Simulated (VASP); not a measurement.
A run of VASP 6.6.1:

File INCAR:

```
PREC = Accurate
ENCUT = 520
EDIFF = 1E-7
ISMEAR = 0
SIGMA = 0.15
LREAL = False
LASPH = True
NELM = 100
ALGO = Fast
ISIF = 2
LWAVE = False
LCHARG = False
GGA = PS
NBANDS = 21
```

KPOINTS

```
Automatic mesh
0
Gamma
  21 21 12
```

The input POSCAR:

```
Ru
1.0
    2.6299831789      0.0000000000      0.0000000000
   -1.3149915894      2.2776322445      0.0000000000
    0.0000000000      0.0000000000      4.0917278298
Ru
2
Direct
    0.3333333333      0.6666666667      0.2500000000
    0.6666666667      0.3333333333      0.7500000000
```

Potentials or basis: VASP PAW PBE potentials, release 64 (Ru_pv).

Launch:

```sh
$ cat potpaw_PBE.64/Ru_pv/POTCAR > POTCAR
$ mpirun -np 1 vasp_std > vasp.out
```

Hardware: 1 thread of AMD EPYC 9R45 96-Core Processor (Zen 5) (shared host).

Task: How long does it take, and how much memory?

Result: Wall time 83 s on 1 thread of AMD EPYC 9R45 96-Core Processor (Zen 5) (shared host), peak memory 0.21 GiB. Counts: scf iterations 14, k points 336.
